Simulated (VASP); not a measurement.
PbS:

```
CELL_PARAMETERS angstrom
0.00000 3.30098 3.30098
3.30098 0.00000 3.30098
3.30098 3.30098 0.00000
ATOMIC_POSITIONS crystal
Pb 0.00000 0.00000 0.00000
S 0.25000 0.25000 0.25000
```

Base run:

| Item | Value |
| --- | --- |
| Program | VASP 6.6.1 |
| Functional | PBE |
| Potentials or basis | VASP PAW PBE potentials, release 64 (Pb_d, S) |
| Cutoff | 520 eV |
| k mesh | 4 × 4 × 4 |
| Occupations | gaussian, width 0.01 eV |
| Spin | no spin polarisation |

Its results: band gap on the k mesh 0.80 eV, indirect (least direct gap 1.27 eV); pressure 0.7 GPa.

Problem. The run is repeated on the same cell with these changes: k mesh from 4 × 4 × 4 to 6 × 6 × 6; further incar settings from ALGO = Normal; EDIFF = 1e-06; NBANDS = 17 to ALGO = Normal; EDIFF = 1e-07; NBANDS = 17. What comes out?

Solution. Band gap on the k mesh 0.91 eV, indirect (least direct gap 1.27 eV); pressure 0.7 GPa.

Caveats: spin-orbit coupling is left out, which moves the levels of the heavy elements.

A k mesh can miss the band edges.
